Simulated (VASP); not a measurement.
Write the native input for VASP 6.6.1 that does the following.

```yaml
Task: relaxation of cell and atoms
Functional: PBE
Potentials_or_basis: VASP PAW PBE potentials, release 64 (Li_sv, Ga_d, C)
Cutoff: 600 eV
k_mesh: 9 × 9 × 10
Occupations: gaussian, width 0.1 eV
Spin: no spin polarisation
Dipole_correction: no
Further_INCAR_settings: ALGO = Normal; EDIFF = 1e-07; IBRION = 2; EDIFFG = -0.01; NSW = 100; ISIF = 3
```

The structure of Li3GaC lies in POSCAR:

```
Li3GaC
1.0
    6.3763968488      0.0000000000      0.0000000000
   -3.1881984244      5.5221216557      0.0000000000
    0.0000000000      0.0000000000      3.9152086400
Li Ga C
6 2 2
Direct
    0.8332102382      0.6664204764      0.7500000000
    0.3335795236      0.1667897618      0.7500000000
    0.8332102382      0.1667897618      0.7500000000
    0.1667897618      0.3335795236      0.2500000000
    0.6664204764      0.8332102382      0.2500000000
    0.1667897618      0.8332102382      0.2500000000
    0.3333333333      0.6666666667      0.7500000000
    0.6666666667      0.3333333333      0.2500000000
    0.0000000000      0.0000000000      0.0000000000
    0.0000000000      0.0000000000      0.5000000000
```

The input as run:

INCAR

```
ALGO = Normal ; EDIFF = 1E-7
EDIFFG = -0.01 ; ENCUT = 600
GGA = PE ; IBRION = 2
ISIF = 3 ; ISMEAR = 0
LASPH = True ; LCHARG = False
LREAL = False ; LWAVE = False
NELM = 100 ; NSW = 100
PREC = Accurate ; SIGMA = 0.1
```

KPOINTS

```
k-points
0
Gamma
  9 9 10
```

Potentials or basis: VASP PAW PBE potentials, release 64 (Li_sv, Ga_d, C).

Command:

```sh
$ cat potpaw_PBE.64/Li_sv/POTCAR potpaw_PBE.64/Ga_d/POTCAR potpaw_PBE.64/C/POTCAR > POTCAR
$ mpirun -np 1 vasp_std > vasp.out
```

Results of the run:

* Relaxed volume: 14.19 Å³/atom
* Relaxed cell: a = 6.984 Å, b = 6.984 Å, c = 3.358 Å, α = 90.00°, β = 90.00°, γ = 120.00°
* Space group after relaxing (to 0.05 Å): P6_3/mmc (No. 194)
* Energy gained by relaxing: 40.5 meV/atom
* Ionic steps: 17
* Pressure after relaxing: 0.0 GPa
* Band gap on the k mesh: zero (band 26 reaches 3.71 eV, above the bottom of band 27 at 2.30 eV)

Caveat: the cutoff is under 1.25 times the usual one of these potentials, so pressure, stress and relaxed cells hold a basis-set (Pulay) error.

Wall time 68 min on 1 thread of Intel(R) Xeon(R) Platinum 8488C (Sapphire Rapids), with other jobs on the host, peak memory 0.55 GiB.
